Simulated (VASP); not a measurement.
TiSi16 (a cell with a defect), 17 atoms in the cell. The cell holds a defect, 17 atoms: a = 7.679 Å, b = 7.679 Å, c = 7.679 Å, α = 60.00°, β = 60.00°, γ = 60.00°. 

| Quantity | Value |
| --- | --- |
| Program | VASP 6.6.1 |
| Task | single point |
| Functional | PBE |
| Potentials or basis | VASP PAW PBE potentials, release 64 (Si, Ti_sv) |
| Cutoff | 520 eV |
| k mesh | 2 × 2 × 2 |
| Occupations | gaussian, width 0.02 eV |
| Spin | no spin polarisation |
| Dipole correction | no |
| Further INCAR settings | LREAL = Auto; ALGO = Normal; EDIFF = 1e-06; NBANDS = 52 |

Potentials or basis: VASP PAW PBE potentials, release 64 (Si, Ti_sv).

Command:

```bash
$ cat potpaw_PBE.64/Si/POTCAR potpaw_PBE.64/Ti_sv/POTCAR > POTCAR
$ mpirun -np 1 vasp_std > vasp.out
```

Hardware: 1 thread of Intel(R) Xeon(R) Platinum 8488C (Sapphire Rapids) (shared host).

How long does it take, and how much memory?

Wall time 6.8 min on 1 thread of Intel(R) Xeon(R) Platinum 8488C (Sapphire Rapids), on a shared host, peak memory 0.49 GiB. Counts: scf iterations 16, k points 8.
